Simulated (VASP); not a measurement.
Crystal: BaTe.

```xyz
4
Lattice="6.3233 0.0000 0.0000 -3.1617 5.1735 0.0000 0.0000 0.0000 7.0022" Properties=species:S:1:pos:R:3 pbc="T T T"
Ba    0.0000    3.4125    1.7505
Ba    3.1617    1.7610    5.2516
Te    3.1617    1.7735    1.7505
Te    0.0000    3.4000    5.2516
```

This cell differs from its parent crystal: uniaxial x strain +5.8%.

Base run:

| Quantity | Value |
| --- | --- |
| Program | VASP 6.6.1 |
| Functional | r2SCAN |
| Potentials or basis | VASP PAW PBE potentials, release 64 (Ba_sv, Te) |
| Cutoff | 520 eV |
| k mesh | 6 × 6 × 4 |
| Occupations | gaussian, width 0.01 eV |
| Spin | no spin polarisation |

Its results: band gap on the k mesh 2.30 eV, indirect (least direct gap 2.55 eV); pressure -0.9 GPa.

Q: The run is repeated on the same cell with these changes: functional from r2SCAN to PBE; occupations from gaussian, width 0.01 eV to fermi-dirac, width 0.02 eV. What comes out?

A: Band gap on the k mesh 1.95 eV, indirect (least direct gap 2.18 eV); pressure -0.8 GPa.

Caveats: spin-orbit coupling is left out, which moves the levels of the heavy elements; the PAW data sets were made with another functional, which shifts forces and pressure a little (some runs).

A k mesh can miss the band edges.
